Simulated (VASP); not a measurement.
A run of VASP 6.6.1 is set up as follows.

INCAR

```
SYSTEM = Sc
ALGO = Normal ; EDIFF = 1E-6
ENCUT = 520 ; GGA = PS
ISIF = 2 ; ISMEAR = -1
LASPH = .True. ; LCHARG = .False.
LREAL = .False. ; LWAVE = .False.
NBANDS = 18 ; NELM = 60
PREC = Accurate ; SIGMA = 0.05
```

Contents of KPOINTS:

```
k-points
0
Gamma
  9 9 5
  0 0 0
```

POSCAR

```
Sc
1.0
    3.1967660080      0.0000000000      0.0000000000
   -1.5983830040      2.7684805729      0.0000000000
    0.0000000000      0.0000000000      4.9529017559
Sc
2
Direct
    0.6666666667      0.3333333333      0.7500000000
    0.3333333333      0.6666666667      0.2500000000
```

Potentials or basis: VASP PAW PBE potentials, release 64 (Sc_sv).

The run is started by

```bash
$ cat potpaw_PBE.64/Sc_sv/POTCAR > POTCAR
$ mpirun -np 1 vasp_std > vasp.out
```

Question: Predict the pressure.

Answer: 5.0 GPa.

Question: Estimate the band gap on the k mesh.

Answer: Zero (bands 11 and 12 overlap by 1.62 eV).

Caveat: the cell stands under pressure; the PAW data sets were made with another functional, which shifts forces and pressure a little.
